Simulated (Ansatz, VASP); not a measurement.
Al6H in VASP and in Ansatz

Contents of INCAR:

```
SYSTEM = Al6H
  PREC = Accurate
  ENCUT = 520
  EDIFF = 1E-6
  ISMEAR = 0
  SIGMA = 0.1
  LREAL = .FALSE.
  LASPH = .TRUE.
  NELM = 80
  ALGO = Normal
  ISIF = 2
  LWAVE = .FALSE.
  LCHARG = .FALSE.
  LDIPOL = .TRUE.
  IDIPOL = 3
  DIPOL = 0.5 0.5 0.297
  GGA = PE
  NBANDS = 32
```

KPOINTS

```
regular mesh
0
G
  5 5 1
  0 0 0
```

File POSCAR:

```
Al6H
1.0
    5.7135165837      0.0000000000      0.0000000000
    0.0000000000      5.7135165837      0.0000000000
    0.0000000000      0.0000000000     22.1746954375
Al H
12 2
Direct
    0.2500000000      0.2500000000      0.1803857921
    0.2500000000      0.7500000000      0.1803857921
    0.7500000000      0.2500000000      0.1803857921
    0.7500000000      0.7500000000      0.1803857921
    0.0000000000      0.0000000000      0.2744050924
    0.0000000000      0.5000000000      0.2744050924
    0.5000000000      0.0000000000      0.2744050924
    0.5000000000      0.5000000000      0.2744050924
    0.2500000000      0.2500000000      0.3686497278
    0.2500000000      0.7500000000      0.3686497278
    0.7500000000      0.2500000000      0.3686497278
    0.7500000000      0.7500000000      0.3686497278
    0.0000000000     -0.0804233248      0.4322357195
    0.0000000000      0.0804233248      0.4322357195
```

Input for Ansatz:

```yaml
crystal:
  lattice:
    - [5.7135165837, 0.0, 0.0]
    - [0.0, 5.7135165837, 0.0]
    - [0.0, 0.0, 22.1746954375]
  atoms:
    - { symbol: Al, position: [0.25, 0.25, 0.1803857921] }
    - { symbol: Al, position: [0.25, 0.75, 0.1803857921] }
    - { symbol: Al, position: [0.75, 0.25, 0.1803857921] }
    - { symbol: Al, position: [0.75, 0.75, 0.1803857921] }
    - { symbol: Al, position: [0.0, 0.0, 0.2744050924] }
    - { symbol: Al, position: [0.0, 0.5, 0.2744050924] }
    - { symbol: Al, position: [0.5, 0.0, 0.2744050924] }
    - { symbol: Al, position: [0.5, 0.5, 0.2744050924] }
    - { symbol: Al, position: [0.25, 0.25, 0.3686497278] }
    - { symbol: Al, position: [0.25, 0.75, 0.3686497278] }
    - { symbol: Al, position: [0.75, 0.25, 0.3686497278] }
    - { symbol: Al, position: [0.75, 0.75, 0.3686497278] }
    - { symbol: H, position: [0.0, -0.0804233248, 0.4322357195] }
    - { symbol: H, position: [0.0, 0.0804233248, 0.4322357195] }
basis:
  ecutwfc: 420
kpoints:
  mp_grid: { grid: [5, 5, 1] }
hamiltonian:
  xc: pbe
  pseudopotentials: { kind: paw, azcp: { folder: soft_1 } }
scf:
  occupations: { method: gaussian, width: 0.1 }
output:
  forces: true
  eigenvalues: true
efield:
  axis: 3
  dipole_correction: true
  ramp_width: 0.04
```

Alike in both runs: task single point; functional PBE; k mesh 5 × 5 × 1; occupations gaussian, width 0.1 eV; no spin polarisation.

|  | VASP | Ansatz |
| --- | --- | --- |
| version | VASP 6.6.1 | Ansatz 0.2.0 |
| potentials or method | VASP PAW PBE potentials, release 64 (Al, H), cutoff 520 eV | scalar-relativistic, plane waves, PAW |
| valence electrons in the cell | 38 | 38 |

```tsv
	VASP	Ansatz	Ansatz less VASP
gap on the k mesh at the Fermi level (eV)	none	none	-
rms of the force components (eV/Å)	0.231	0.231	-0.0001
```

Atom by atom the forces differ by 0.001 eV/Å (rms over components). A gap of «none» marks a metal or a gap that the smearing closes.
